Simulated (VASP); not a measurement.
# MgO (Fm-3m) in VASP: notebook

Runs on MgO. Level: r2SCAN. Tasks: single point, relaxation of cell and atoms.

Everything below comes from runs of VASP 6.6.1. Logs are shortened: lines on timing, memory, paths and dates and some standing lists are left out, and cuts for length are marked.

### 1 The cell of the first run

The structure is cubic, space group Fm-3m (No. 225). The conventional cell has a = 4.204 Å, b = 4.204 Å, c = 4.204 Å, α = 90.00°, β = 90.00°, γ = 90.00°. Mg (site symmetry m-3m) has 6 O at 2.10 Å within 2.8 Å. Within 2.8 Å of O (site symmetry m-3m) lie 6 Mg at 2.10 Å.

### 2 Single point, r2SCAN

Input file POSCAR:

```
MgO
1.0
    0.0000000000      2.1021674167      2.1021674167
    2.1021674167      0.0000000000      2.1021674167
    2.1021674167      2.1021674167      0.0000000000
Mg O
1 1
Direct
    0.0000000000      0.0000000000      0.0000000000
    0.5000000000      0.5000000000      0.5000000000
```

Input file INCAR.step1:

```
PREC = Accurate ; ENCUT = 920
ISMEAR = 0 ; SIGMA = 0.01
LREAL = False ; LASPH = True
NELM = 120 ; NBANDS = 15
GGA = PE ; ALGO = Normal
EDIFF = 1E-5 ; LWAVE = True
LCHARG = False ; GGA_COMPAT = False
```

Input file INCAR.step2:

```
PREC = Accurate ; ENCUT = 920
EDIFF = 1E-6 ; ISMEAR = 0
SIGMA = 0.01 ; LREAL = False
LASPH = True ; NELM = 120
ALGO = Normal ; ISIF = 2
LWAVE = False ; LCHARG = False
METAGGA = R2SCAN ; LMIXTAU = True
NBANDS = 15 ; ISTART = 1
GGA_COMPAT = False
```

Input file KPOINTS:

```
regular mesh
0
Gamma
  10 10 10
```

Potentials or basis: VASP PAW PBE potentials, release 64 (Mg_sv, O).

Command:

```bash
cat potpaw_PBE.64/Mg_sv/POTCAR potpaw_PBE.64/O/POTCAR > POTCAR
cp INCAR.step1 INCAR
mpirun -np 1 vasp_std > vasp.out
cp INCAR.step2 INCAR
mpirun -np 1 vasp_std > vasp.out
```

OUTCAR:

```text
PREC = Accurate
   ENCUT = 920
   EDIFF = 1E-6
   ISMEAR = 0
   LREAL = False
   LASPH = True
   NELM = 120
   ISIF = 2
   METAGGA = R2SCAN
   ISTART = 1

 ion  position               nearest neighbor table
   1  0.000  0.000  0.000-   2 2.10   2 2.10   2 2.10   2 2.10   2 2.10   2 2.10
   2  0.500  0.500  0.500-   1 2.10   1 2.10   1 2.10   1 2.10   1 2.10   1 2.10

  LATTYP: Found a face centered cubic cell.
 ALAT       =     4.2043348334

  Lattice vectors:

 A1 = (   0.0000000000,   2.1021674167,   2.1021674167)
 A2 = (   2.1021674167,   0.0000000000,   2.1021674167)
 A3 = (   2.1021674167,   2.1021674167,   0.0000000000)

Analysis of symmetry for initial positions (statically):
=====================================================================
 Subroutine PRICEL returns:
 Original cell was already a primitive cell.

 Routine SETGRP: Setting up the symmetry group for a
 face centered cubic supercell.

 Subroutine GETGRP returns: Found 48 space group operations
 (whereof 48 operations were pure point group operations)
 out of a pool of 48 trial point group operations.

The static configuration has the point symmetry O_h .

Analysis of symmetry for dynamics (positions and initial velocities):
=====================================================================
 Subroutine PRICEL returns:
 Original cell was already a primitive cell.

 Routine SETGRP: Setting up the symmetry group for a
 face centered cubic supercell.

 Subroutine GETGRP returns: Found 48 space group operations
 (whereof 48 operations were pure point group operations)
 out of a pool of 48 trial point group operations.

The dynamic configuration has the point symmetry O_h .

 Subroutine INISYM returns: Found 48 space group operations
 (whereof 48 operations are pure point group operations),
 and found     1 'primitive' translations

----------------------------------------------------------------------------------------

                                     Primitive cell

  volume of cell :      18.5794

  direct lattice vectors                    reciprocal lattice vectors
     0.000000000  2.102167417  2.102167417    -0.237849753  0.237849753  0.237849753
     2.102167417  0.000000000  2.102167417     0.237849753 -0.237849753  0.237849753
     2.102167417  2.102167417  0.000000000     0.237849753  0.237849753 -0.237849753

  length of vectors
     2.972913671  2.972913671  2.972913671     0.411967856  0.411967856  0.411967856

  position of ions in fractional coordinates (direct lattice)
     0.000000000  0.000000000  0.000000000
     0.500000000  0.500000000  0.500000000

  ion indices of the primitive-cell ions
   primitive index   ion index
                 1           1
                 2           2

----------------------------------------------------------------------------------------

 KPOINTS: regular mesh

Automatic generation of k-mesh.
 Grid dimensions read from file:
 generate k-points for:   10   10   10

 Generating k-lattice:

  Cartesian coordinates                     Fractional coordinates (reciprocal lattice)
    -0.023784975  0.023784975  0.023784975     0.100000000  0.000000000  0.000000000
     0.023784975 -0.023784975  0.023784975     0.000000000  0.100000000  0.000000000
     0.023784975  0.023784975 -0.023784975     0.000000000  0.000000000  0.100000000

  Length of vectors
     0.041196786  0.041196786  0.041196786

  Shift w.r.t. Gamma in fractional coordinates (k-lattice)
     0.000000000  0.000000000  0.000000000

 Subroutine IBZKPT returns following result:
 ===========================================

 Found     47 irreducible k-points:

 Following reciprocal coordinates:
            Coordinates               Weight
  0.000000  0.000000  0.000000      1.000000
  0.100000  0.000000  0.000000      8.000000
  0.200000  0.000000  0.000000      8.000000
  0.300000  0.000000  0.000000      8.000000
  0.400000  0.000000  0.000000      8.000000
  0.500000  0.000000  0.000000      4.000000
[... 16 lines left out ...]
  0.300000  0.300000  0.000000      6.000000
  0.400000  0.300000  0.000000     24.000000
 [... further k-points ...]
   k-points           NKPTS =     47   k-points in BZ     NKDIM =     47   number of bands    NBANDS=     15
   number of dos      NEDOS =    301   number of ions     NIONS =      2
   total plane-waves  NPLWV =  27000
   dimension x,y,z NGX =    30 NGY =   30 NGZ =   30
   dimension x,y,z NGXF=    60 NGYF=   60 NGZF=   60
   ions per type =               1   1
   NGX,Y,Z   is equivalent  to a cutoff of  16.78, 16.78, 16.78 a.u.
   NGXF,Y,Z  is equivalent  to a cutoff of  33.55, 33.55, 33.55 a.u.
 SYSTEM =  unknown system
   PREC   = accura    normal or accurate (medium, high low for compatibility)
   ISTART =      1    job   : 0-new  1-cont  2-samecut
   ICHARG =      0    charge: 1-file 2-atom 10-const
   ISPIN  =      1    spin polarized calculation?
   LNONCOLLINEAR =      F non collinear calculations
   LSORBIT =      F    spin-orbit coupling
   LASPH  =      T    aspherical Exc in radial PAW
   ENCUT  =  920.0 eV  67.62 Ry    8.22 a.u.   7.35  7.35  7.35*2*pi/ulx,y,z
   NELM   =    120;   NELMIN=  2; NELMDL=  0     # of ELM steps
   EDIFF  = 0.1E-05   stopping-criterion for ELM
   LREAL  =      F    real-space projection
   EDIFFG = 0.1E-04   stopping-criterion for IOM
   NSW    =      0    number of steps for IOM
   IBRION =     -1    ionic relax: 0-MD 1-quasi-New 2-CG
   NFREE  =      0    steps in history (QN), initial steepest desc. (CG)
   ISIF   =      2    stress and relaxation
   ISYM   =      2    0-nonsym 1-usesym 2-fastsym
   POTIM  = 0.5000    time-step for ionic-motion
   TEBEG  =    0.0;   TEEND  =   0.0 temperature during run
   PSTRESS=    0.0 pullay stress
   NELECT =      16.0000    total number of electrons
   NUPDOWN=      -1.0000    fix difference up-down
   EMIN   =  10.00;   EMAX   =-10.00  energy-range for DOS
   EFERMI =   0.00;   METHOD = LEGACY
   ISMEAR =     0;   SIGMA  =   0.01  broadening in eV -4-tet -1-fermi 0-gaus
   EFERMI_NEDOS =   21; number of points for ismear=-14 and -15
   IALGO  =     38    algorithm
   IMIX   =      4    mixing-type and parameters
     AMIX     =   0.40;   BMIX     =  1.00
     AMIX_MAG =   1.60;   BMIX_MAG =  1.00
  volume/ion in A,a.u.               =       9.29        62.69
  Fermi-wavevector in a.u.,A,eV,Ry     =   1.557534  2.943312 33.006537  2.425912
  Thomas-Fermi vector in A             =   2.661170
   LORBIT       =      0    0 simple, 1 ext, 2 COOP (PROOUT), +10 PAW based schemes
   METAGGA = R2SCAN    functional components
   LHFCALC =     F    Hartree Fock is set to
   AEXX    =    0.0000 exact exchange contribution
   IVDW    =     0    specifies the selected vdW correction
   LEPSILON=     F    determine dielectric tensor
   LRPA    =     F    only Hartree local field effects (RPA)
 non-spin polarized calculation
 Gauss-broadening in eV      SIGMA  =   0.01
  energy-cutoff  :      920.00
  volume of cell :       18.58
 maximum number of plane-waves:      1243
 NGX is ok and might be reduce to    30
   NGX = 15   NGY = 15   NGZ = 15

 number of electron      15.9999999 magnetization

 Free energy of the ion-electron system (eV)
  ---------------------------------------------------
  ext. energy  EPLUGINS =         0.00000000
  ---------------------------------------------------
  free energy    TOTEN  =       -16.15466604 eV

  energy without entropy =      -16.15466604  energy(sigma->0) =      -16.15466604

 E-fermi :   2.8319     XC(G=0): -12.0718

 val. band max:        2.5441857640   @ k =   0.0000   0.0000   0.0000
 cond. band min:       8.2453885508   @ k =   0.0000   0.0000   0.0000
 fundamental gap:      5.7012027867
 Fermi energy:         2.8318735234

 k-point     1 :       0.0000    0.0000    0.0000
  band No.  band energies     occupation
      1     -72.4067      2.00000
      2     -37.4925      2.00000
      3     -37.4925      2.00000
      4     -37.4925      2.00000
      5     -15.6710      2.00000
      6       2.5442      2.00000
      7       2.5442      2.00000
      8       2.5442      2.00000
      9       8.2454      0.00000
     10      19.4390      0.00000
     11      19.4390      0.00000
     12      19.4390      0.00000
     13      23.5609      0.00000
     14      25.3989      0.00000
     15      25.3989      0.00000

 k-point     2 :       0.1000    0.0000    0.0000
  band No.  band energies     occupation
      1     -72.4057      2.00000
      2     -37.5010      2.00000
      3     -37.4933      2.00000
      4     -37.4933      2.00000
      5     -15.5632      2.00000
      6       1.9173      2.00000
      7       2.4740      2.00000
      8       2.4740      2.00000
      9       8.8579      0.00000
     10      18.1894      0.00000
     11      19.6951      0.00000
     12      19.6951      0.00000
     13      24.7150      0.00000
     14      24.7150      0.00000
     15      25.2819      0.00000

 k-point     3 :       0.2000    0.0000    0.0000
  band No.  band energies     occupation
      1     -72.4035      2.00000
      2     -37.5229      2.00000
      3     -37.4954      2.00000
      4     -37.4954      2.00000
      5     -15.2681      2.00000
      6       0.6004      2.00000
      7       2.2959      2.00000
      8       2.2959      2.00000
      9      10.0689      0.00000
     10      16.6797      0.00000
     11      20.2289      0.00000
     12      20.2289      0.00000
     13      24.0274      0.00000
     14      24.0274      0.00000
     15      26.4819      0.00000

 k-point     4 :       0.3000    0.0000    0.0000
  band No.  band energies     occupation
      1     -72.4009      2.00000
      2     -37.5498      2.00000
      3     -37.4980      2.00000
      4     -37.4980      2.00000
      5     -14.8732      2.00000
      6      -0.7383      2.00000
      7       2.0861      2.00000
      8       2.0861      2.00000
      9      11.0234      0.00000
     10      16.0479      0.00000
     11      20.4089      0.00000
     12      20.4089      0.00000
     13      24.4850      0.00000
     14      24.4850      0.00000
     15      25.9167      0.00000
[... 307 lines left out ...]
 k-point    22 :      -0.2000    0.2000    0.0000
  band No.  band energies     occupation
      1     -72.4000      2.00000
      2     -37.5449      2.00000
      3     -37.5139      2.00000
      4     -37.4971      2.00000
      5     -14.7612      2.00000
      6      -0.5419      2.00000
      7       1.2022      2.00000
      8       2.0792      2.00000
      9      12.0197      0.00000
     10      15.5213      0.00000
     11      18.9767      0.00000
     12      21.7355      0.00000
     13      22.2123      0.00000
     14      25.4046      0.00000
     15      29.1642      0.00000

 k-point    23 :       0.3000    0.3000    0.0000
  band No.  band energies     occupation
      1     -72.3992      2.00000
      2     -37.5422      2.00000
      3     -37.5111      2.00000
      4     -37.5111      2.00000
      5     -14.6886      2.00000
      6      -0.6031      2.00000
      7       1.5907      2.00000
      8       1.5907      2.00000
      9      12.4846      0.00000
     10      13.9465      0.00000
     11      18.3108      0.00000
     12      21.8749      0.00000
     13      21.8749      0.00000
     14      28.1566      0.00000
     15      31.7207      0.00000

 k-point    24 :       0.4000    0.3000    0.0000
  band No.  band energies     occupation
      1     -72.3976      2.00000
      2     -37.5527      2.00000
      3     -37.5166      2.00000
      4     -37.5142      2.00000
      5     -14.4506      2.00000
      6      -1.0345      2.00000
      7       1.2253      2.00000
      8       1.4392      2.00000
      9      13.2203      0.00000
     10      13.7302      0.00000
     11      17.4532      0.00000
     12      22.1691      0.00000
     13      22.3878      0.00000
     14      28.9624      0.00000
     15      31.2194      0.00000

 [... further k-points ...]

------------------------ aborting loop because EDIFF is reached ----------------------------------------

  FORCE on cell =-STRESS in cart. coord.  units (eV):
  Direction    XX          YY          ZZ          XY          YZ          ZX
  --------------------------------------------------------------------------------------
  -------------------------------------------------------------------------------------
  Total        0.0577853      0.0577853      0.0577853     -0.0000000     -0.0000000      0.0000000
  in kB        4.9830593      4.9830593      4.9830593     -0.0000000     -0.0000000      0.0000000
  external PRESSURE =       4.9830593 kB  Pullay stress =       0.0000000 kB

 VOLUME and BASIS-vectors are now :
 -----------------------------------------------------------------------------
  energy-cutoff  :      920.00
  volume of cell :       18.58
      direct lattice vectors                 reciprocal lattice vectors
     0.000000000  2.102167417  2.102167417    -0.237849753  0.237849753  0.237849753
     2.102167417  0.000000000  2.102167417     0.237849753 -0.237849753  0.237849753
     2.102167417  2.102167417  0.000000000     0.237849753  0.237849753 -0.237849753

 POSITION                                       TOTAL-FORCE (eV/Angst)
 -----------------------------------------------------------------------------------
      0.00000      0.00000      0.00000        -0.000000     -0.000000     -0.000000
      2.10217      2.10217      2.10217         0.000000      0.000000      0.000000
 -----------------------------------------------------------------------------------
    total drift:                                0.000000      0.000000      0.000000

  FREE ENERGIE OF THE ION-ELECTRON SYSTEM (eV)
  ---------------------------------------------------
  free  energy   TOTEN  =       -16.1546660414 eV

  energy  without entropy=      -16.1546660414  energy(sigma->0) =      -16.15466604
```

Wall time 58 s (1 thread of Intel Xeon 6975P-C (Granite Rapids), shared host); peak memory 0.17 GiB.

What came out:

```
Free energy            : -16.1547 eV
Pressure               : 0.5 GPa
Band gap on the k mesh : 5.70 eV
```

Caveat: the PAW data sets were made with another functional, which shifts forces and pressure a little.

[end of part 1 of 2]
